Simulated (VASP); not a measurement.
Here is a VASP 6.6.1 calculation.

Contents of INCAR:

```
SYSTEM = ScPd
ALGO = Normal
EDIFF = 1E-6
ENCUT = 500
GGA = PS
GGA_COMPAT = .FALSE.
ISIF = 2
ISMEAR = -1
LASPH = .TRUE.
LCHARG = .FALSE.
LREAL = .FALSE.
LWAVE = .FALSE.
NBANDS = 18
NELM = 120
PREC = Accurate
SIGMA = 0.15
```

The input KPOINTS:

```
k-points
0
G
  3 3 3
  0 0 0
```

The input POSCAR:

```
ScPd
1.0
    3.2830000000      0.0000000000      0.0000000000
    0.0000000000      3.2830000000      0.0000000000
    0.0000000000      0.0000000000      3.2830000000
Sc Pd
1 1
Direct
    0.5000000000      0.5000000000      0.5000000000
    0.0000000000      0.0000000000      0.0000000000
```

Potentials or basis: VASP PAW PBE potentials, release 64 (Sc_sv, Pd).

Run with:

```bash
$ cat potpaw_PBE.64/Sc_sv/POTCAR potpaw_PBE.64/Pd/POTCAR > POTCAR
$ mpirun -np 1 vasp_std > vasp.out
```

Task: Predict the pressure.

Result: -1.9 GPa.

Caveat: the k points lie up to 0.64 Å⁻¹ apart; the PAW data sets were made with another functional, which shifts forces and pressure a little.
